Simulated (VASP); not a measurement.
# Fe (Im-3m) in VASP: single point with PBEsol

Aim: the single point of Fe with PBEsol.

Everything below comes from runs of VASP 6.6.1. Logs are shortened: lines on timing, memory, paths and dates and some standing lists are left out, and cuts for length are marked.

### Step 1. The cell of the first run

The structure is cubic, space group Im-3m (No. 229). The conventional cell has a = 2.787 Å, b = 2.787 Å, c = 2.787 Å, α = 90.00°, β = 90.00°, γ = 90.00°. Fe (site symmetry m-3m) has 14 Fe at 2.41 to 2.79 Å within 3.2 Å.

### Step 2. Single point, PBEsol, collinear spin, ferromagnetic start

Input file INCAR:

```
SYSTEM = Fe
ALGO = Fast
EDIFF = 1E-6
ENCUT = 520
GGA = PS
ISIF = 2
ISMEAR = 1
ISPIN = 2
LASPH = .True.
LCHARG = .True.
LELF = .True.
LMAXMIX = 4
LORBIT = 11
LREAL = .False.
LVHAR = .True.
LWAVE = .False.
MAGMOM = 2.4 2.4
NBANDS = 19
NELM = 150
PREC = Accurate
SIGMA = 0.1
```

Input file KPOINTS:

```
k-points
0
Gamma
  18 18 18
  0 0 0
```

Input file POSCAR:

```
Fe
1.0
    2.7869046972      0.0000000000      0.0000000000
    0.0000000000      2.7869046972      0.0000000000
    0.0000000000      0.0000000000      2.7869046972
Fe
2
Direct
    0.0000000000      0.0000000000      0.0000000000
    0.5000000000      0.5000000000      0.5000000000
```

Potentials or basis: VASP PAW PBE potentials, release 64 (Fe).

Started as:

```console
$ cat potpaw_PBE.64/Fe/POTCAR > POTCAR
$ mpirun -np 1 vasp_std > vasp.out
```

OUTCAR:

```text
SYSTEM = Fe
   EDIFF = 1E-6
   ENCUT = 520
   GGA = PS
   ISIF = 2
   ISMEAR = 1
   ISPIN = 2
   LASPH = .True.
   LORBIT = 11
   LREAL = .False.
   NELM = 150
   PREC = Accurate

 ion  position               nearest neighbor table
   1  0.000  0.000  0.000-   2 2.41   2 2.41   2 2.41   2 2.41   2 2.41   2 2.41   2 2.41   2 2.41

   2  0.500  0.500  0.500-   1 2.41   1 2.41   1 2.41   1 2.41   1 2.41   1 2.41   1 2.41   1 2.41

  LATTYP: Found a simple cubic cell.
 ALAT       =     2.7869046972

  Lattice vectors:

 A1 = (   2.7869046972,   0.0000000000,   0.0000000000)
 A2 = (   0.0000000000,   2.7869046972,   0.0000000000)
 A3 = (   0.0000000000,   0.0000000000,   2.7869046972)

Analysis of symmetry for initial positions (statically):
=====================================================================
 Subroutine PRICEL returns following result:

  LATTYP: Found a body centered cubic cell.
 ALAT       =     2.7869046972

  Lattice vectors:

 A1 = (   1.3934523486,   1.3934523486,  -1.3934523486)
 A2 = (  -1.3934523486,   1.3934523486,   1.3934523486)
 A3 = (   1.3934523486,  -1.3934523486,   1.3934523486)

   2 primitive cells build up your supercell.

 Routine SETGRP: Setting up the symmetry group for a
 simple cubic supercell.

 Subroutine GETGRP returns: Found 48 space group operations
 (whereof 48 operations were pure point group operations)
 out of a pool of 48 trial point group operations.

The static configuration has the point symmetry O_h .

Analysis of symmetry for dynamics (positions and initial velocities):
=====================================================================
 Subroutine PRICEL returns following result:

  LATTYP: Found a body centered cubic cell.
 ALAT       =     2.7869046972

  Lattice vectors:

 A1 = (   1.3934523486,   1.3934523486,  -1.3934523486)
 A2 = (  -1.3934523486,   1.3934523486,   1.3934523486)
 A3 = (   1.3934523486,  -1.3934523486,   1.3934523486)

   2 primitive cells build up your supercell.

 Routine SETGRP: Setting up the symmetry group for a
 simple cubic supercell.

 Subroutine GETGRP returns: Found 48 space group operations
 (whereof 48 operations were pure point group operations)
 out of a pool of 48 trial point group operations.

The dynamic configuration has the point symmetry O_h .

Analysis of structural, dynamic, and magnetic symmetry:
=====================================================================
 Subroutine PRICEL returns following result:

  LATTYP: Found a body centered cubic cell.
 ALAT       =     2.7869046972

  Lattice vectors:

 A1 = (   1.3934523486,   1.3934523486,  -1.3934523486)
 A2 = (  -1.3934523486,   1.3934523486,   1.3934523486)
 A3 = (   1.3934523486,  -1.3934523486,   1.3934523486)

   2 primitive cells build up your supercell.

 Routine SETGRP: Setting up the symmetry group for a
 simple cubic supercell.

 Subroutine GETGRP returns: Found 48 space group operations
 (whereof 48 operations were pure point group operations)
 out of a pool of 48 trial point group operations.

The overall configuration has the point symmetry O_h .

 Subroutine INISYM returns: Found 48 space group operations
 (whereof 48 operations are pure point group operations),
 and found     2 'primitive' translations

----------------------------------------------------------------------------------------

                                     Primitive cell

  volume of cell :      10.8227

  direct lattice vectors                    reciprocal lattice vectors
     1.393452349  1.393452349 -1.393452349     0.358821025  0.358821025  0.000000000
    -1.393452349  1.393452349  1.393452349    -0.000000000  0.358821025  0.358821025
     1.393452349 -1.393452349  1.393452349     0.358821025  0.000000000  0.358821025

  length of vectors
     2.413530266  2.413530266  2.413530266     0.507449560  0.507449560  0.507449560

  position of ions in fractional coordinates (direct lattice)
     0.000000000  0.000000000  0.000000000

  ion indices of the primitive-cell ions
   primitive index   ion index
                 1           1

----------------------------------------------------------------------------------------

 KPOINTS: k-points

Automatic generation of k-mesh.
 Grid dimensions read from file:
 generate k-points for:   18   18   18

 Generating k-lattice:

  Cartesian coordinates                     Fractional coordinates (reciprocal lattice)
     0.019934501  0.000000000  0.000000000     0.055555556  0.000000000  0.000000000
     0.000000000  0.019934501  0.000000000     0.000000000  0.055555556  0.000000000
     0.000000000  0.000000000  0.019934501     0.000000000  0.000000000  0.055555556

  Length of vectors
     0.019934501  0.019934501  0.019934501

  Shift w.r.t. Gamma in fractional coordinates (k-lattice)
     0.000000000  0.000000000  0.000000000

 Subroutine IBZKPT returns following result:
 ===========================================

 Found    220 irreducible k-points:

 Following reciprocal coordinates:
            Coordinates               Weight
  0.000000  0.000000  0.000000      1.000000
  0.055556  0.000000  0.000000      6.000000
  0.111111  0.000000  0.000000      6.000000
  0.166667  0.000000  0.000000      6.000000
  0.222222  0.000000  0.000000      6.000000
  0.277778  0.000000  0.000000      6.000000
[... 16 lines left out ...]
  0.277778  0.111111  0.000000     24.000000
  0.333333  0.111111  0.000000     24.000000
 [... further k-points ...]
   k-points           NKPTS =    220   k-points in BZ     NKDIM =    220   number of bands    NBANDS=     19
   number of dos      NEDOS =    301   number of ions     NIONS =      2
   total plane-waves  NPLWV =  13824
   dimension x,y,z NGX =    24 NGY =   24 NGZ =   24
   dimension x,y,z NGXF=    48 NGYF=   48 NGZF=   48
   ions per type =               2
   NGX,Y,Z   is equivalent  to a cutoff of  14.32, 14.32, 14.32 a.u.
   NGXF,Y,Z  is equivalent  to a cutoff of  28.63, 28.63, 28.63 a.u.
 SYSTEM =  Fe
   PREC   = accura    normal or accurate (medium, high low for compatibility)
   ISTART =      0    job   : 0-new  1-cont  2-samecut
   ICHARG =      2    charge: 1-file 2-atom 10-const
   ISPIN  =      2    spin polarized calculation?
   LNONCOLLINEAR =      F non collinear calculations
   LSORBIT =      F    spin-orbit coupling
   LASPH  =      T    aspherical Exc in radial PAW
   ENCUT  =  520.0 eV  38.22 Ry    6.18 a.u.   5.18  5.18  5.18*2*pi/ulx,y,z
   NELM   =    150;   NELMIN=  2; NELMDL= -5     # of ELM steps
   EDIFF  = 0.1E-05   stopping-criterion for ELM
   LREAL  =      F    real-space projection
   EDIFFG = 0.1E-04   stopping-criterion for IOM
   NSW    =      0    number of steps for IOM
   IBRION =     -1    ionic relax: 0-MD 1-quasi-New 2-CG
   NFREE  =      0    steps in history (QN), initial steepest desc. (CG)
   ISIF   =      2    stress and relaxation
   ISYM   =      2    0-nonsym 1-usesym 2-fastsym
   POTIM  = 0.5000    time-step for ionic-motion
   TEBEG  =    0.0;   TEEND  =   0.0 temperature during run
   PSTRESS=    0.0 pullay stress
   NELECT =      16.0000    total number of electrons
   NUPDOWN=      -1.0000    fix difference up-down
   EMIN   =  10.00;   EMAX   =-10.00  energy-range for DOS
   EFERMI =   0.00;   METHOD = LEGACY
   ISMEAR =     1;   SIGMA  =   0.10  broadening in eV -4-tet -1-fermi 0-gaus
   EFERMI_NEDOS =   21; number of points for ismear=-14 and -15
   IALGO  =     68    algorithm
   IMIX   =      4    mixing-type and parameters
     AMIX     =   0.40;   BMIX     =  1.00
     AMIX_MAG =   1.60;   BMIX_MAG =  1.00
  volume/ion in A,a.u.               =      10.82        73.04
  Fermi-wavevector in a.u.,A,eV,Ry     =   1.480219  2.797209 29.811031  2.191049
  Thomas-Fermi vector in A             =   2.594280
   LORBIT       =     11    0 simple, 1 ext, 2 COOP (PROOUT), +10 PAW based schemes
   GGA     = PS    functional components
   LHFCALC =     F    Hartree Fock is set to
   AEXX    =    0.0000 exact exchange contribution
   IVDW    =     0    specifies the selected vdW correction
   LEPSILON=     F    determine dielectric tensor
   LRPA    =     F    only Hartree local field effects (RPA)
 spin polarized calculation
 RMM-DIIS sequential band-by-band and
 Methfessel and Paxton  Order N= 1 SIGMA  =   0.10
  energy-cutoff  :      520.00
  volume of cell :       21.65
 maximum number of plane-waves:       624
 NGX is ok and might be reduce to    24
   NGX = 11   NGY = 11   NGZ = 11

 number of electron      16.0000004 magnetization       4.2157524

 Free energy of the ion-electron system (eV)
  ---------------------------------------------------
  ext. energy  EPLUGINS =         0.00000000
  ---------------------------------------------------
  free energy    TOTEN  =       -17.83788495 eV

  energy without entropy =      -17.83843674  energy(sigma->0) =      -17.83806888

 E-fermi :   6.1933     XC(G=0): -13.5574

 val. band max:        6.1926393984   @ k =   0.3889   0.2778   0.1111
 cond. band min:       6.1994589574   @ k =   0.1111   0.1111   0.1111
 fundamental gap:      0.0068195589
 Fermi energy:         6.1933047036

 spin component 1

 k-point     1 :       0.0000    0.0000    0.0000
  band No.  band energies     occupation
      1      -2.6341      1.00000
      2       1.0333      1.00000
      3       1.0333      1.00000
      4       3.7729      1.00000
      5       3.7729      1.00000
      6       3.7729      1.00000
[... 11 lines left out ...]
     18      31.5803      0.00000
     19      31.5803      0.00000

 k-point     2 :       0.0556    0.0000    0.0000
  band No.  band energies     occupation
      1      -2.5674      1.00000
      2       1.0628      1.00000
      3       1.0643      1.00000
      4       3.7721      1.00000
      5       3.7721      1.00000
      6       3.7919      1.00000
[... 11 lines left out ...]
     18      31.1324      0.00000
     19      31.5368      0.00000

 k-point     3 :       0.1111    0.0000    0.0000
  band No.  band energies     occupation
      1      -2.3689      1.00000
      2       1.1506      1.00000
      3       1.1536      1.00000
      4       3.7710      1.00000
      5       3.7710      1.00000
      6       3.8482      1.00000
[... 434 lines left out ...]
      1      -0.8528      1.00000
      2       1.6841      1.00000
      3       1.8434      1.00000
      4       3.5177      1.00000
      5       3.6831      1.00000
      6       4.5774      1.00000
[... 11 lines left out ...]
     18      28.4743      0.00000
     19      29.2732      0.00000

 k-point    24 :       0.3333    0.1111    0.0000
  band No.  band energies     occupation
      1      -0.2746      1.00000
      2       1.7884      1.00000
      3       2.1018      1.00000
      4       3.5404      1.00000
      5       3.6262      1.00000
      6       4.4449      1.00000
[... 11 lines left out ...]
     18      27.5064      0.00000
     19      28.0110      0.00000

 [... further k-points ...]

 spin component 2

 k-point     1 :       0.0000    0.0000    0.0000
  band No.  band energies     occupation
      1      -2.3643      1.00000
      2       2.7552      1.00000
      3       2.7553      1.00000
      4       5.6080      1.00000
      5       5.6081      1.00000
      6       5.6081      1.00000
[... 11 lines left out ...]
     18      31.5123      0.00000
     19      31.5123      0.00000

 k-point     2 :       0.0556    0.0000    0.0000
  band No.  band energies     occupation
      1      -2.2972      1.00000
      2       2.7819      1.00000
      3       2.7893      1.00000
      4       5.6049      1.00000
      5       5.6050      1.00000
      6       5.6287      1.00000
[... 11 lines left out ...]
     18      31.1177      0.00000
     19      31.4922      0.00000

 k-point     3 :       0.1111    0.0000    0.0000
  band No.  band energies     occupation
      1      -2.0975      1.00000
      2       2.8562      1.00000
      3       2.8909      1.00000
      4       5.5974      1.00000
      5       5.5975      1.00000
      6       5.6902      1.00000
[... 434 lines left out ...]
      1      -0.5459      1.00000
      2       3.2403      1.00000
      3       3.6258      1.00000
      4       5.2899      1.00000
      5       5.4734      1.00000
      6       6.4779     -0.00022
[... 11 lines left out ...]
     18      28.8001      0.00000
     19      29.7861      0.00000

 k-point    24 :       0.3333    0.1111    0.0000
  band No.  band energies     occupation
      1       0.0694      1.00000
      2       3.1844      1.00000
      3       3.9297      1.00000
      4       5.3027      1.00000
      5       5.4356      1.00000
      6       6.3545     -0.02253
[... 11 lines left out ...]
     18      27.8952      0.00000
     19      28.6168      0.00000

 [... further k-points ...]
[... 5 lines left out ...]
  --------------------------------------------------------------------------------------
  -------------------------------------------------------------------------------------
  Total        0.0036025      0.0036025      0.0036025      0.0000000      0.0000000     -0.0000000
  in kB        0.2666570      0.2666570      0.2666570      0.0000000      0.0000000     -0.0000000
  external PRESSURE =       0.2666570 kB  Pullay stress =       0.0000000 kB

 VOLUME and BASIS-vectors are now :
 -----------------------------------------------------------------------------
  energy-cutoff  :      520.00
  volume of cell :       21.65
      direct lattice vectors                 reciprocal lattice vectors
     2.786904697  0.000000000  0.000000000     0.358821025  0.000000000  0.000000000
     0.000000000  2.786904697  0.000000000     0.000000000  0.358821025  0.000000000
     0.000000000  0.000000000  2.786904697     0.000000000  0.000000000  0.358821025

 POSITION                                       TOTAL-FORCE (eV/Angst)
 -----------------------------------------------------------------------------------
      0.00000      0.00000      0.00000         0.000000      0.000000     -0.000000
      1.39345      1.39345      1.39345        -0.000000     -0.000000      0.000000
 -----------------------------------------------------------------------------------
    total drift:                                0.000000      0.000000     -0.000000

  FREE ENERGIE OF THE ION-ELECTRON SYSTEM (eV)
  ---------------------------------------------------
  free  energy   TOTEN  =       -17.8378849514 eV

  energy  without entropy=      -17.8384367415  energy(sigma->0) =      -17.83806888

 total charge

# of ion       s       p       d       tot
------------------------------------------
    1        0.512   0.591   6.275   7.378
    2        0.512   0.591   6.275   7.378
--------------------------------------------------
tot          1.024   1.181  12.551  14.756

 magnetization (x)

# of ion       s       p       d       tot
------------------------------------------
    1       -0.012  -0.048   2.149   2.089
    2       -0.012  -0.048   2.149   2.089
--------------------------------------------------
tot         -0.024  -0.097   4.298   4.177
```

It took 2.1 min on 1 thread of AMD EPYC 7R13 (Zen 3), shared host; peak memory 0.22 GiB.

What came out:

```yaml
Free_energy: -17.8379 eV
Pressure: 0.0 GPa
Net_moment: 4.22 μB per cell
Site_moments: Fe +2.09 μB
Valence_electrons_inside_the_program's_atomic_spheres: Fe 7.38
```

Levels at points of the mesh, in eV from the Fermi level:
Spin up:
| k point | band 7 | band 8 | band 9 | band 10 | band 11 | band 12 | band 13 | band 14 |
| --- | --- | --- | --- | --- | --- | --- | --- | --- |
| (0.00, 0.00, 0.00) | -1.06 | -1.06 | 0.20 | 0.20 | 0.20 | 10.17 | 10.17 | 10.17 |
| (0.50, 0.00, 0.00) | -1.95 | -1.95 | -1.14 | -1.14 | 0.31 | 0.31 | 17.64 | 17.64 |
| (0.50, 0.50, 0.00) | -0.85 | -0.85 | 0.40 | 0.40 | 0.49 | 0.49 | 7.75 | 7.75 |
| (0.50, 0.50, 0.50) | -0.81 | -0.81 | -0.81 | -0.81 | 8.91 | 8.91 | 8.91 | 8.91 |
Spin down:
```csv
k point,band 3,band 4,band 5,band 6,band 7,band 8,band 9,band 10
"(0.00, 0.00, 0.00)",-3.44,-0.59,-0.59,-0.59,1.52,1.52,2.30,2.30
"(0.50, 0.00, 0.00)",-1.07,-1.07,-0.17,-0.17,-0.17,-0.17,0.82,0.82
"(0.50, 0.50, 0.00)",-1.95,-1.95,0.64,0.64,1.39,1.39,1.79,1.79
"(0.50, 0.50, 0.50)",-2.08,-2.08,-2.08,-2.08,1.84,1.84,1.84,1.84
```

Caveat: the PAW data sets were made with another functional, which shifts forces and pressure a little.
